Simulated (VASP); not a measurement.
H2CI2:

```
CELL_PARAMETERS angstrom
0.00000 6.45600 2.34650
3.59095 0.00000 2.34650
3.59095 6.45600 0.00000
ATOMIC_POSITIONS crystal
H 0.75379 0.97861 0.24621
H 0.97861 0.75379 0.02139
C 0.99552 0.99552 0.00448
I 0.38086 0.10724 0.89276
I 0.10724 0.38086 0.61914
```

Base run:

| Property | Result |
| --- | --- |
| Program | VASP 6.6.1 |
| Functional | RPBE |
| Potentials or basis | VASP PAW PBE potentials, release 64 (H, C, I) |
| Cutoff | 520 eV |
| k mesh | 6 × 6 × 6 |
| Occupations | methfessel-paxton, width 0.1 eV |
| Spin | no spin polarisation |

Its results: band gap on the k mesh 3.01 eV (least direct gap 3.12 eV); pressure 6.9 GPa; largest force 3.476 eV/Å.

The run is repeated on the same cell with these changes: functional from RPBE to PBE. What comes out?

Band gap on the k mesh 2.91 eV (least direct gap 3.00 eV); pressure 5.4 GPa; largest force 3.528 eV/Å.

PBE binds more tightly than RPBE, so the same cell stands under less pressure.

Caveats: this functional lacks dispersion, which holds the molecules together, so the pressure and a relaxed volume are unreliable; spin-orbit coupling is left out, which moves the levels of the heavy elements; the stress differs along the axes, from 4 to 10 GPa (at least some runs); the PAW data sets were made with another functional, which shifts forces and pressure a little (at least some runs); the stress differs along the axes, from 3 to 9 GPa (at least some runs); forces of over 1 eV/Å act on the atoms, so gaps and moduli don't describe the material at rest (at least some runs).

A k mesh can miss the band edges.
